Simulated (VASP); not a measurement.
# BeTe (F-43m) in VASP: further runs

BeTe is run at these levels: revPBE, PBE; tasks: single point, relaxation of cell and atoms.

Everything below comes from runs of VASP 6.6.1. Logs are shortened: lines on timing, memory, paths and dates and some standing lists are left out, and cuts for length are marked.

### Step 1. The cell of the first run

The structure is cubic, space group F-43m (No. 216). The conventional cell has a = 5.705 Å, b = 5.705 Å, c = 5.705 Å, α = 90.00°, β = 90.00°, γ = 90.00°. Within 3.3 Å of Te (site symmetry -43m) lie 4 Be at 2.47 Å. Within 3.3 Å of Be (site symmetry -43m) lie 4 Te at 2.47 Å.

### Step 2. Single point, revPBE

The input, INCAR:

```
SYSTEM = BeTe
PREC     = Accurate       ! precision mode
ENCUT    = 520            ! plane-wave cutoff, eV
EDIFF    = 1E-6           ! SCF threshold, eV
ISMEAR   = -1             ! smearing method
SIGMA    = 0.05           ! smearing width, eV
LREAL    = .FALSE.        ! projectors in reciprocal space
LASPH    = .TRUE.         ! aspherical terms in the spheres
NELM     = 80             ! most SCF steps
ALGO     = Normal         ! electronic algorithm
ISIF     = 2              ! what is computed and relaxed
LWAVE    = .FALSE.        ! write WAVECAR
LCHARG   = .FALSE.        ! write CHGCAR
GGA      = RE             ! functional
NBANDS   = 11             ! bands
```

The input, KPOINTS:

```
Automatic mesh
0
G
  8 8 8
  0 0 0
```

The input, POSCAR:

```
BeTe
1.0
    0.0000000000      2.8523641777      2.8523641777
    2.8523641777      0.0000000000      2.8523641777
    2.8523641777      2.8523641777      0.0000000000
Te Be
1 1
Direct
    0.7500000000      0.7500000000      0.7500000000
    0.0000000000      0.0000000000      0.0000000000
```

Potentials or basis: VASP PAW PBE potentials, release 64 (Te, Be).

The run is started by

```bash
cat potpaw_PBE.64/Te/POTCAR potpaw_PBE.64/Be/POTCAR > POTCAR
mpirun -np 1 vasp_std > vasp.out
```

OUTCAR:

```text
SYSTEM = BeTe
   PREC = Accurate
   ENCUT = 520
   EDIFF = 1E-6
   ISMEAR = -1
   LREAL = .FALSE.
   LASPH = .TRUE.
   NELM = 80
   ISIF = 2
   GGA = RE

 ion  position               nearest neighbor table
   1  0.750  0.750  0.750-   2 2.47   2 2.47   2 2.47   2 2.47
   2  0.000  0.000  0.000-   1 2.47   1 2.47   1 2.47   1 2.47

  LATTYP: Found a face centered cubic cell.
 ALAT       =     5.7047283554

  Lattice vectors:

 A1 = (   0.0000000000,   2.8523641777,   2.8523641777)
 A2 = (   2.8523641777,   0.0000000000,   2.8523641777)
 A3 = (   2.8523641777,   2.8523641777,   0.0000000000)

Analysis of symmetry for initial positions (statically):
=====================================================================
 Subroutine PRICEL returns:
 Original cell was already a primitive cell.

 Routine SETGRP: Setting up the symmetry group for a
 face centered cubic supercell.

 Subroutine GETGRP returns: Found 24 space group operations
 (whereof 24 operations were pure point group operations)
 out of a pool of 48 trial point group operations.

The static configuration has the point symmetry T_d .

Analysis of symmetry for dynamics (positions and initial velocities):
=====================================================================
 Subroutine PRICEL returns:
 Original cell was already a primitive cell.

 Routine SETGRP: Setting up the symmetry group for a
 face centered cubic supercell.

 Subroutine GETGRP returns: Found 24 space group operations
 (whereof 24 operations were pure point group operations)
 out of a pool of 48 trial point group operations.

The dynamic configuration has the point symmetry T_d .

 Subroutine INISYM returns: Found 24 space group operations
 (whereof 24 operations are pure point group operations),
 and found     1 'primitive' translations

----------------------------------------------------------------------------------------

                                     Primitive cell

  volume of cell :      46.4136

  direct lattice vectors                    reciprocal lattice vectors
     0.000000000  2.852364178  2.852364178    -0.175293184  0.175293184  0.175293184
     2.852364178  0.000000000  2.852364178     0.175293184 -0.175293184  0.175293184
     2.852364178  2.852364178  0.000000000     0.175293184  0.175293184 -0.175293184

  length of vectors
     4.033852105  4.033852105  4.033852105     0.303616702  0.303616702  0.303616702

  position of ions in fractional coordinates (direct lattice)
     0.750000000  0.750000000  0.750000000
     0.000000000  0.000000000  0.000000000

  ion indices of the primitive-cell ions
   primitive index   ion index
                 1           1
                 2           2

----------------------------------------------------------------------------------------

 KPOINTS: Automatic mesh

Automatic generation of k-mesh.
 Grid dimensions read from file:
 generate k-points for:    8    8    8

 Generating k-lattice:

  Cartesian coordinates                     Fractional coordinates (reciprocal lattice)
    -0.021911648  0.021911648  0.021911648     0.125000000  0.000000000  0.000000000
     0.021911648 -0.021911648  0.021911648     0.000000000  0.125000000  0.000000000
     0.021911648  0.021911648 -0.021911648     0.000000000  0.000000000  0.125000000

  Length of vectors
     0.037952088  0.037952088  0.037952088

  Shift w.r.t. Gamma in fractional coordinates (k-lattice)
     0.000000000  0.000000000  0.000000000

 Subroutine IBZKPT returns following result:
 ===========================================

 Found     29 irreducible k-points:

 Following reciprocal coordinates:
            Coordinates               Weight
  0.000000  0.000000  0.000000      1.000000
  0.125000  0.000000  0.000000      8.000000
  0.250000  0.000000  0.000000      8.000000
  0.375000  0.000000  0.000000      8.000000
  0.500000  0.000000  0.000000      4.000000
  0.125000  0.125000  0.000000      6.000000
[... 16 lines left out ...]
  0.500000  0.250000  0.125000     48.000000
 -0.375000  0.250000  0.125000     24.000000
 [... further k-points ...]
   k-points           NKPTS =     29   k-points in BZ     NKDIM =     29   number of bands    NBANDS=     11
   number of dos      NEDOS =    301   number of ions     NIONS =      2
   total plane-waves  NPLWV =  27000
   dimension x,y,z NGX =    30 NGY =   30 NGZ =   30
   dimension x,y,z NGXF=    60 NGYF=   60 NGZF=   60
   ions per type =               1   1
   NGX,Y,Z   is equivalent  to a cutoff of  12.36, 12.36, 12.36 a.u.
   NGXF,Y,Z  is equivalent  to a cutoff of  24.73, 24.73, 24.73 a.u.
 SYSTEM =  BeTe
   PREC   = accura    normal or accurate (medium, high low for compatibility)
   ISTART =      0    job   : 0-new  1-cont  2-samecut
   ICHARG =      2    charge: 1-file 2-atom 10-const
   ISPIN  =      1    spin polarized calculation?
   LNONCOLLINEAR =      F non collinear calculations
   LSORBIT =      F    spin-orbit coupling
   LASPH  =      T    aspherical Exc in radial PAW
   ENCUT  =  520.0 eV  38.22 Ry    6.18 a.u.   7.50  7.50  7.50*2*pi/ulx,y,z
   NELM   =     80;   NELMIN=  2; NELMDL= -5     # of ELM steps
   EDIFF  = 0.1E-05   stopping-criterion for ELM
   LREAL  =      F    real-space projection
   EDIFFG = 0.1E-04   stopping-criterion for IOM
   NSW    =      0    number of steps for IOM
   IBRION =     -1    ionic relax: 0-MD 1-quasi-New 2-CG
   NFREE  =      0    steps in history (QN), initial steepest desc. (CG)
   ISIF   =      2    stress and relaxation
   ISYM   =      2    0-nonsym 1-usesym 2-fastsym
   POTIM  = 0.5000    time-step for ionic-motion
   TEBEG  =    0.0;   TEEND  =   0.0 temperature during run
   PSTRESS=    0.0 pullay stress
   NELECT =       8.0000    total number of electrons
   NUPDOWN=      -1.0000    fix difference up-down
   EMIN   =  10.00;   EMAX   =-10.00  energy-range for DOS
   EFERMI =   0.00;   METHOD = LEGACY
   ISMEAR =    -1;   SIGMA  =   0.05  broadening in eV -4-tet -1-fermi 0-gaus
   EFERMI_NEDOS =   21; number of points for ismear=-14 and -15
   IALGO  =     38    algorithm
   IMIX   =      4    mixing-type and parameters
     AMIX     =   0.40;   BMIX     =  1.00
     AMIX_MAG =   1.60;   BMIX_MAG =  1.00
  volume/ion in A,a.u.               =      23.21       156.61
  Fermi-wavevector in a.u.,A,eV,Ry     =   0.911080  1.721692 11.293744  0.830067
  Thomas-Fermi vector in A             =   2.035317
   LORBIT       =      0    0 simple, 1 ext, 2 COOP (PROOUT), +10 PAW based schemes
   GGA     = RE    functional components
   LHFCALC =     F    Hartree Fock is set to
   AEXX    =    0.0000 exact exchange contribution
   IVDW    =     0    specifies the selected vdW correction
   LEPSILON=     F    determine dielectric tensor
   LRPA    =     F    only Hartree local field effects (RPA)
 non-spin polarized calculation
  energy-cutoff  :      520.00
  volume of cell :       46.41
 maximum number of plane-waves:      1283
 NGX is ok and might be reduce to    30
   NGX = 15   NGY = 15   NGZ = 15

 number of electron       8.0000000 magnetization

 Free energy of the ion-electron system (eV)
  ---------------------------------------------------
  ext. energy  EPLUGINS =         0.00000000
  ---------------------------------------------------
  free energy    TOTEN  =        -7.12381731 eV

  energy without entropy =       -7.12381731  energy(sigma->0) =       -7.12381731

 E-fermi :   5.7280     XC(G=0):  -8.8169

 val. band max:        4.7404303539   @ k =   0.0000   0.0000   0.0000
 cond. band min:       6.8769015252   @ k =   0.5000   0.5000   0.0000
 fundamental gap:      2.1364711712
 Fermi energy:         5.7280309859

 k-point     1 :       0.0000    0.0000    0.0000
  band No.  band energies     occupation
      1      -7.2932      2.00000
      2       4.7404      2.00000
      3       4.7404      2.00000
      4       4.7404      2.00000
      5       8.3510      0.00000
      6       8.4050      0.00000
      7       8.4050      0.00000
      8       8.4050      0.00000
      9      13.1168      0.00000
     10      14.8779      0.00000
     11      14.8779      0.00000

 k-point     2 :       0.1250    0.0000    0.0000
  band No.  band energies     occupation
      1      -7.1538      2.00000
      2       3.4816      2.00000
      3       4.5223      2.00000
      4       4.5223      2.00000
      5       8.2474      0.00000
      6       8.7293      0.00000
      7       8.7293      0.00000
      8       9.6816      0.00000
      9      13.5434      0.00000
     10      14.0294      0.00000
     11      14.0294      0.00000

 k-point     3 :       0.2500    0.0000    0.0000
  band No.  band energies     occupation
      1      -6.7709      2.00000
      2       1.5621      2.00000
      3       4.1097      2.00000
      4       4.1097      2.00000
      5       8.0065      0.00000
      6       9.2430      0.00000
      7       9.2430      0.00000
      8      11.6309      0.00000
      9      13.7621      0.00000
     10      13.7621      0.00000
     11      13.8538      0.00000

 k-point     4 :       0.3750    0.0000    0.0000
  band No.  band energies     occupation
      1      -6.2896      2.00000
      2       0.0543      2.00000
      3       3.7890      2.00000
      4       3.7890      2.00000
      5       7.8183      0.00000
      6       9.3909      0.00000
      7       9.3909      0.00000
      8      12.6635      0.00000
      9      14.4139      0.00000
     10      14.7582      0.00000
     11      14.7582      0.00000
[... 239 lines left out ...]
 k-point    22 :       0.3750    0.2500    0.1250
  band No.  band energies     occupation
      1      -6.4556      2.00000
      2       1.3016      2.00000
      3       2.6227      2.00000
      4       3.5864      2.00000
      5       8.3932      0.00000
      6       9.4784      0.00000
      7      10.2026      0.00000
      8      10.9598      0.00000
      9      13.6823      0.00000
     10      15.2880      0.00000
     11      15.7440      0.00000

 k-point    23 :       0.5000    0.2500    0.1250
  band No.  band energies     occupation
      1      -6.0302      2.00000
      2       0.3093      2.00000
      3       2.1005      2.00000
      4       3.1600      2.00000
      5       8.8079      0.00000
      6       9.4167      0.00000
      7      10.6368      0.00000
      8      11.5938      0.00000
      9      14.5335      0.00000
     10      14.9670      0.00000
     11      16.8993      0.00000

 k-point    24 :      -0.3750    0.2500    0.1250
  band No.  band energies     occupation
      1      -5.8188      2.00000
      2      -0.1514      2.00000
      3       1.9892      2.00000
      4       2.9517      2.00000
      5       8.9417      0.00000
      6       9.1683      0.00000
      7      11.3161      0.00000
      8      12.4146      0.00000
      9      13.2400      0.00000
     10      16.2331      0.00000
     11      16.6021      0.00000

 [... further k-points ...]

------------------------ aborting loop because EDIFF is reached ----------------------------------------

  FORCE on cell =-STRESS in cart. coord.  units (eV):
  Direction    XX          YY          ZZ          XY          YZ          ZX
  --------------------------------------------------------------------------------------
  -------------------------------------------------------------------------------------
  Total        0.0294093      0.0294093      0.0294093      0.0000000      0.0000000     -0.0000000
  in kB        1.0151984      1.0151984      1.0151984      0.0000000      0.0000000     -0.0000000
  external PRESSURE =       1.0151984 kB  Pullay stress =       0.0000000 kB

 VOLUME and BASIS-vectors are now :
 -----------------------------------------------------------------------------
  energy-cutoff  :      520.00
  volume of cell :       46.41
      direct lattice vectors                 reciprocal lattice vectors
     0.000000000  2.852364178  2.852364178    -0.175293184  0.175293184  0.175293184
     2.852364178  0.000000000  2.852364178     0.175293184 -0.175293184  0.175293184
     2.852364178  2.852364178  0.000000000     0.175293184  0.175293184 -0.175293184

 POSITION                                       TOTAL-FORCE (eV/Angst)
 -----------------------------------------------------------------------------------
      4.27855      4.27855      4.27855        -0.000000     -0.000000     -0.000000
      0.00000      0.00000      0.00000         0.000000      0.000000      0.000000
 -----------------------------------------------------------------------------------
    total drift:                               -0.000000     -0.000000     -0.000000

  FREE ENERGIE OF THE ION-ELECTRON SYSTEM (eV)
  ---------------------------------------------------
  free  energy   TOTEN  =        -7.1238173127 eV

  energy  without entropy=       -7.1238173126  energy(sigma->0) =       -7.12381731
```

Run time: 28 s. Hardware: 1 thread of Intel Xeon 8259CL, shared host; peak memory 0.14 GiB.

Results:

```
Free energy            : -7.1238 eV
Pressure               : 0.1 GPa
Band gap on the k mesh : 2.14 eV, indirect (least direct gap 3.61 eV)
```

Levels at points of the mesh, in eV from the valence-band top:
```
           k point  band 2  band 3  band 4  band 5  band 6  band 7
(0.00, 0.00, 0.00)    0.00    0.00    0.00    3.61    3.66    3.66
(0.50, 0.00, 0.00)   -5.29   -1.07   -1.07    3.01    4.63    4.63
(0.50, 0.50, 0.00)   -4.91   -2.50   -2.50    2.14    2.75    9.51
```

Caveat: the PAW data sets were made with another functional, which shifts forces and pressure a little; spin-orbit coupling is left out, which moves the levels of the heavy elements. Expect the measured gap to be larger: semilocal functionals such as revPBE lack the derivative discontinuity.

### Step 3. Relaxation of cell and atoms, revPBE

This run uses another cell than the first one, of 21.25 Å³/atom, 0.916 times its volume.

The input, INCAR:

```
PREC = Accurate
ENCUT = 600
EDIFF = 1E-6
ISMEAR = -1
SIGMA = 0.05
LREAL = False
LASPH = True
NELM = 100
ALGO = Normal
ISIF = 3
LWAVE = False
LCHARG = False
GGA = RE
IBRION = 2
NSW = 80
EDIFFG = -0.005
```

The input, KPOINTS:

```
regular mesh
0
Gamma
  8 8 8
```

The input, POSCAR:

```
BeTe
1.0
    0.0000000000      2.7700000000      2.7700000000
    2.7700000000      0.0000000000      2.7700000000
    2.7700000000      2.7700000000      0.0000000000
Te Be
1 1
Direct
    0.7500000000      0.7500000000      0.7500000000
    0.0000000000      0.0000000000      0.0000000000
```

Potentials or basis: VASP PAW PBE potentials, release 64 (Te, Be).

The run is started by

```bash
cat potpaw_PBE.64/Te/POTCAR potpaw_PBE.64/Be/POTCAR > POTCAR
mpirun -np 1 vasp_std > vasp.out
```

Run time: 53 s. Hardware: 1 thread of Intel Xeon 8259CL, shared host; peak memory 0.17 GiB.

The run converged. Its results:

```yaml
Free_energy: -7.1238 eV
Relaxed_volume: 23.24 Å³/atom
Relaxed_cell: a = 4.036 Å, b = 4.036 Å, c = 4.036 Å, α = 60.00°, β = 60.00°, γ = 60.00°
Space_group_after_relaxing_to_0.05_Å: F-43m (No. 216)
Energy_gained_by_relaxing: 33.1 meV/atom
Ionic_steps: 3
Pressure_after_relaxing: 0.0 GPa
Band_gap_on_the_k_mesh: 2.14 eV, indirect (least direct gap 3.60 eV)
```

Step by step:
| step | energy change (eV) | largest force (eV/Å) | pressure (GPa) | volume (Å³) |
| --- | --- | --- | --- | --- |
| 1 | 0.0000 | 0.0000 | 5.74 | 42.51 |
| 2 | -0.0636 | 0.0000 | -0.95 | 47.37 |
| 3 | -0.0663 | 0.0000 | 0.01 | 46.48 |

Final structure:
```cif
data_structure
_symmetry_space_group_name_H-M 'P 1'
_symmetry_Int_Tables_number 1
_cell_length_a 4.0358
_cell_length_b 4.0358
_cell_length_c 4.0358
_cell_angle_alpha 60.000
_cell_angle_beta 60.000
_cell_angle_gamma 60.000
_cell_volume 46.48
loop_
_atom_site_label
_atom_site_type_symbol
_atom_site_fract_x
_atom_site_fract_y
_atom_site_fract_z
_atom_site_occupancy
Te1 Te 0.75000 0.75000 0.75000 1
Be1 Be 0.00000 0.00000 0.00000 1
```

Levels at points of the mesh, in eV from the valence-band top:
| k point | band 1 | band 2 | band 3 | band 4 | band 5 | band 6 | band 7 | band 8 |
| --- | --- | --- | --- | --- | --- | --- | --- | --- |
| (0.00, 0.00, 0.00) | -12.02 | 0.00 | 0.00 | 0.00 | 3.60 | 3.67 | 3.67 | 3.67 |
| (0.50, 0.00, 0.00) | -10.78 | -5.28 | -1.06 | -1.06 | 3.01 | 4.63 | 4.63 | 7.94 |
| (0.50, 0.50, 0.00) | -10.32 | -4.91 | -2.49 | -2.49 | 2.14 | 2.75 | 9.51 | 9.51 |

Caveat: the PAW data sets were made with another functional, which shifts forces and pressure a little; spin-orbit coupling is left out, which moves the levels of the heavy elements.

### Step 4. Single point, PBE

This run uses another cell than the first one, of 21.25 Å³/atom, 0.916 times its volume.

The input, INCAR:

```
SYSTEM = BeTe
  PREC = Accurate
  ENCUT = 520
  EDIFF = 1E-6
  ISMEAR = -1
  SIGMA = 0.05
  LREAL = .False.
  LASPH = .True.
  NELM = 100
  ALGO = Normal
  ISIF = 2
  LWAVE = .False.
  LCHARG = .False.
  GGA = PE
  NBANDS = 11
```

The input, KPOINTS:

```
regular mesh
0
Gamma
  6 6 6
  0 0 0
```

POSCAR is that of step 3.

The run is started by

```bash
cat potpaw_PBE.64/Te/POTCAR potpaw_PBE.64/Be/POTCAR > POTCAR
mpirun -np 1 vasp_std > vasp.out
```

It took 17 s on 1 thread of AMD EPYC 7R13, shared host; peak memory 0.14 GiB.

Results (log left out):

```yaml
Free_energy: -7.5784 eV
Pressure: 4.5 GPa
Band_gap_on_the_k_mesh: 1.85 eV, indirect (least direct gap 3.56 eV)
```

Levels at points of the mesh, in eV from the valence-band top:
```tsv
k point	band 1	band 2	band 3	band 4	band 5	band 6	band 7	band 8
(0.00, 0.00, 0.00)	-12.63	0.00	0.00	0.00	3.56	3.56	3.56	4.19
(0.50, 0.00, 0.00)	-11.16	-5.87	-1.22	-1.22	3.21	4.56	4.56	7.79
(0.50, 0.50, 0.00)	-10.62	-5.39	-2.84	-2.84	1.85	2.59	10.02	10.02
```

Caveat: spin-orbit coupling is left out, which moves the levels of the heavy elements.

### Step 5. Summary

| task | level | cell | k mesh | cutoff (eV) | gap on the mesh (eV) | pressure (GPa) |
| --- | --- | --- | --- | --- | --- | --- |
| single point | revPBE | a = 4.034 Å, angles 60.0°, 2 atoms | 8 × 8 × 8 | 520 | 2.14 | 0.1 |
| relaxation of cell and atoms | revPBE | relaxed from a = 3.917 Å, angles 60.0°, 2 atoms | 8 × 8 × 8 | 600 | 2.14 | 0.0 |
| single point | PBE | a = 3.917 Å, angles 60.0°, 2 atoms | 6 × 6 × 6 | 520 | 1.85 | 4.5 |

Alike in all rows: potentials or basis VASP PAW PBE potentials, release 64 (Te, Be); no spin polarisation; smearing fermi-dirac 0.05 eV.

Caveats: spin-orbit coupling is left out, which moves the levels of the heavy elements; the PAW data sets were made with another functional, which shifts forces and pressure a little (some runs).

Total energies depend on the potentials used, so only differences within one code and one set of settings carry meaning.
